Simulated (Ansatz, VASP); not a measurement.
One calculation of Zn2C3, two programs

Contents of INCAR:

```
ALGO = Normal
EDIFF = 1E-7
ENCUT = 520
GGA = PE
ISIF = 2
ISMEAR = 0
LASPH = T
LCHARG = F
LREAL = F
LWAVE = F
NBANDS = 47
NELM = 100
PREC = Accurate
SIGMA = 0.1
```

Contents of KPOINTS:

```
k-points
0
Gamma
  6 6 6
```

Contents of POSCAR:

```
Zn2C3
1.0
    2.5418599003      1.4675434977      4.6265667312
   -2.5418599003      1.4675434977      4.6265667312
    0.0000000000     -2.9350869954      4.6265667312
Zn C
4 6
Direct
    0.8521800000      0.8521800000      0.8521800000
    0.6478200000      0.6478200000      0.6478200000
    0.1478200000      0.1478200000      0.1478200000
    0.3521800000      0.3521800000      0.3521800000
    0.0562500000      0.4437500000      0.7500000000
    0.7500000000      0.0562500000      0.4437500000
    0.4437500000      0.7500000000      0.0562500000
    0.9437500000      0.5562500000      0.2500000000
    0.2500000000      0.9437500000      0.5562500000
    0.5562500000      0.2500000000      0.9437500000
```

Input for Ansatz:

```yaml
crystal:
  lattice:
    - [2.5418599003, 1.4675434977, 4.6265667312]
    - [-2.5418599003, 1.4675434977, 4.6265667312]
    - [0.0, -2.9350869954, 4.6265667312]
  atoms:
    - { symbol: Zn, position: [0.85218, 0.85218, 0.85218] }
    - { symbol: Zn, position: [0.64782, 0.64782, 0.64782] }
    - { symbol: Zn, position: [0.14782, 0.14782, 0.14782] }
    - { symbol: Zn, position: [0.35218, 0.35218, 0.35218] }
    - { symbol: C, position: [0.05625, 0.44375, 0.75] }
    - { symbol: C, position: [0.75, 0.05625, 0.44375] }
    - { symbol: C, position: [0.44375, 0.75, 0.05625] }
    - { symbol: C, position: [0.94375, 0.55625, 0.25] }
    - { symbol: C, position: [0.25, 0.94375, 0.55625] }
    - { symbol: C, position: [0.55625, 0.25, 0.94375] }
basis:
  ecutwfc: 420
kpoints:
  mp_grid: { grid: [6, 6, 6] }
hamiltonian:
  xc: pbe
scf:
  occupations: { method: gaussian, width: 0.1 }
  lower_state_search: "off"
output:
  forces: true
  stress: true
  eigenvalues: true
```

Alike in both runs: task single point; functional PBE; k mesh 6 × 6 × 6; occupations gaussian, width 0.1 eV; no spin polarisation.

|  | VASP | Ansatz |
| --- | --- | --- |
| version | VASP 6.6.1 | Ansatz 0.2.0 |
| potentials or method | VASP PAW PBE potentials, release 64 (Zn, C), cutoff 520 eV | scalar-relativistic, plane waves, PAW |
| valence electrons in the cell | 72 | 72 |

```csv
,VASP,Ansatz,Ansatz less VASP
gap on the k mesh at the Fermi level (eV),none,none,-
pressure (GPa),15.5,14.2,-1.25
"traceless stress, the component that is largest in VASP (GPa)",-8.15,-8.07,+0.085
rms of the force components (eV/Å),0.036,0.031,-0.0046
```

Atom by atom the forces differ by 0.005 eV/Å (rms over components). A gap of «none» marks a metal or a gap that the smearing closes. With one functional, cell and mesh, what is left measures potentials, basis and numerics.
